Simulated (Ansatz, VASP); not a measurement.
Given: the input of a run of VASP 6.6.1 on TiSi2.

Contents of INCAR:

```
ALGO = Normal
EDIFF = 1E-7
ENCUT = 520
GGA = PS
ISIF = 2
ISMEAR = -1
LASPH = True
LCHARG = False
LREAL = False
LWAVE = False
NBANDS = 29
NELM = 60
PREC = Accurate
SIGMA = 0.05
```

Contents of KPOINTS:

```
k-points
0
Gamma
  7 7 6
```

File POSCAR:

```
TiSi2
1.0
    1.8004071255     -6.8944671657      0.0000000000
    1.8004071255      6.8944671657      0.0000000000
    0.0000000000      0.0000000000      3.5651739700
Ti Si
2 4
Direct
    0.1031180800      0.8968819200      0.2500000000
    0.8968819200      0.1031180800      0.7500000000
    0.7503148200      0.2496851800      0.2500000000
    0.2496851800      0.7503148200      0.7500000000
    0.4417485500      0.5582514500      0.2500000000
    0.5582514500      0.4417485500      0.7500000000
```

Potentials or basis: VASP PAW PBE potentials, release 64 (Ti_sv, Si).

The run is started by

```bash
$ cat potpaw_PBE.64/Ti_sv/POTCAR potpaw_PBE.64/Si/POTCAR > POTCAR
$ mpirun -np 1 vasp_std > vasp.out
```

Question: Translate it to Ansatz 0.2.0. Potentials there: Ansatz PAW.

Answer: As run (the cutoff follows the program's own potentials):

Contents of input.yaml:

```yaml
crystal:
  lattice:
    - [1.8004071255, -6.8944671657, 0.0]
    - [1.8004071255, 6.8944671657, 0.0]
    - [0.0, 0.0, 3.56517397]
  atoms:
    - { symbol: Ti, position: [0.10311808, 0.89688192, 0.25] }
    - { symbol: Ti, position: [0.89688192, 0.10311808, 0.75] }
    - { symbol: Si, position: [0.75031482, 0.24968518, 0.25] }
    - { symbol: Si, position: [0.24968518, 0.75031482, 0.75] }
    - { symbol: Si, position: [0.44174855, 0.55825145, 0.25] }
    - { symbol: Si, position: [0.55825145, 0.44174855, 0.75] }
hamiltonian:
  xc: pbesol
  pseudopotentials: { kind: paw }
kpoints:
  mp_grid: { grid: [7, 7, 6] }
scf:
  occupations: { method: fermi_dirac, width: 0.05 }
output:
  forces: true
  stress: true
  eigenvalues: true
```

Potentials or basis: Ansatz PAW.

Launch:

```console
$ ansatz run input.yaml --threads 2 --pin off --max-ram 5632MiB --backend cpu --events-out ev --progress --plain --runs-dir out
```

Both were run:

|  | VASP | Ansatz | Ansatz less VASP |
| --- | --- | --- | --- |
| gap on the k mesh at the Fermi level (eV) | none | none | - |
| pressure (GPa) | -6.7 | -6.9 | -0.13 |
| traceless stress, the component that is largest in VASP (GPa) | 2.09 | 2.06 | -0.032 |
| rms of the force components (eV/Å) | 0.056 | 0.056 | +0.0005 |

VASP's potentials were made for PBE, not for PBEsol. Atom by atom the forces differ by 0.001 eV/Å (rms over components). A gap of «none» marks a metal or a gap that the smearing closes. With one functional, cell and mesh, what is left measures potentials, basis and numerics.
